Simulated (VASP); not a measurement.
Crystal: B5As2.

```
CELL_PARAMETERS angstrom
2.31794 1.33826 4.76383
-2.31794 1.33826 4.76383
0.00000 -2.67653 4.76383
ATOMIC_POSITIONS crystal
B 0.71468 0.71468 0.71468
B 0.28532 0.28532 0.28532
B 0.00000 0.00000 0.50000
B 0.50000 0.00000 0.00000
B 0.00000 0.50000 0.00000
As 0.39888 0.39888 0.39888
As 0.60112 0.60112 0.60112
```

The cell was built from a structure type or drawn by symmetry, and may not be a known phase.

```yaml
Program: VASP 6.6.1
Task: relaxation of cell and atoms
Functional: PBE
Potentials_or_basis: VASP PAW PBE potentials, release 64 (B, As)
Cutoff: 500 eV
k_mesh: 4 × 4 × 4
Occupations: gaussian, width 0.2 eV
Spin: no spin polarisation
```

At the start: pressure 7.0 GPa; volume 12.67 Å³/atom.

Q: Where does the relaxation end?

A: Over 29 steps the energy falls by 1118.5 meV/atom and the volume is 12.83 Å³/atom (+1.3 %); space group R-3m (No. 166, to 0.1 Å) before and after.

The path:
| step | energy change (eV) | largest force (eV/Å) | pressure (GPa) | volume (Å³) |
| --- | --- | --- | --- | --- |
| 1 | 0.0000 | 14.8833 | 7.00 | 88.66 |
| 2 | -5.0198 | 7.7351 | 10.69 | 93.94 |
| 3 | -5.5439 | 3.2442 | -10.86 | 91.57 |
| 4 | -5.6705 | 2.9784 | -7.75 | 92.17 |
| 5 | -5.6955 | 3.5109 | -5.45 | 92.50 |
| 6 | -7.0067 | 1.4785 | 0.98 | 87.35 |
| 7 | -7.0983 | 0.9649 | 5.11 | 85.59 |
| 8 | -7.0991 | 1.0035 | 4.73 | 85.73 |
| 9 | -7.2011 | 0.3155 | -2.37 | 89.85 |
| 10 | -7.2029 | 0.2719 | -1.60 | 89.34 |
| 11 | -7.2466 | 0.1689 | -0.91 | 88.77 |
| 12 | -7.3149 | 0.6973 | 1.94 | 86.99 |
| 13 | -7.3282 | 0.9972 | 3.50 | 86.22 |
| 14 | -7.3422 | 1.0001 | 3.45 | 86.24 |
| 15 | -7.3831 | 1.0137 | 3.36 | 86.29 |
| 16 | -7.4821 | 1.1223 | 3.33 | 86.34 |
| 17 | -7.7057 | 1.1525 | 4.56 | 86.20 |
| 18 | -6.5779 | 4.2781 | 17.91 | 84.91 |
| 19 | -7.7255 | 1.1420 | 4.72 | 86.15 |
| 20 | -7.7210 | 0.7744 | 6.42 | 85.95 |
| 21 | -7.7353 | 0.9881 | 5.51 | 86.05 |
| 22 | -7.8024 | 0.3105 | 2.68 | 87.92 |
| 23 | -7.8131 | 0.3577 | 1.09 | 89.13 |
| 24 | -7.8132 | 0.3526 | 1.17 | 89.06 |
| 25 | -7.8202 | 0.2534 | 0.63 | 89.44 |
| 26 | -7.8247 | 0.0915 | -0.30 | 90.15 |
| 27 | -7.8247 | 0.1013 | -0.24 | 90.10 |
| 28 | -7.8261 | 0.0958 | -0.23 | 90.03 |
| 29 | -7.8297 | 0.0764 | -0.19 | 89.83 |

Final structure:
```
B As
1.0
     2.39676    1.38377    4.51428
    -2.39676    1.38377    4.51428
     0.00000   -2.76755    4.51428
B As
5 2
Direct
  0.76691 0.76691 0.76691
  0.23309 0.23309 0.23309
  0.00000 0.00000 0.50000
  0.50000 0.00000 0.00000
  0.00000 0.50000 0.00000
  0.39172 0.39172 0.39172
  0.60828 0.60828 0.60828
```

Caveat: the k points lie up to 0.40 Å⁻¹ apart in the final cell, too coarse for converged energies and pressures of a metal; the relaxation stopped at a loose force limit of 0.08 eV/Å, so its end isn't a converged minimum.
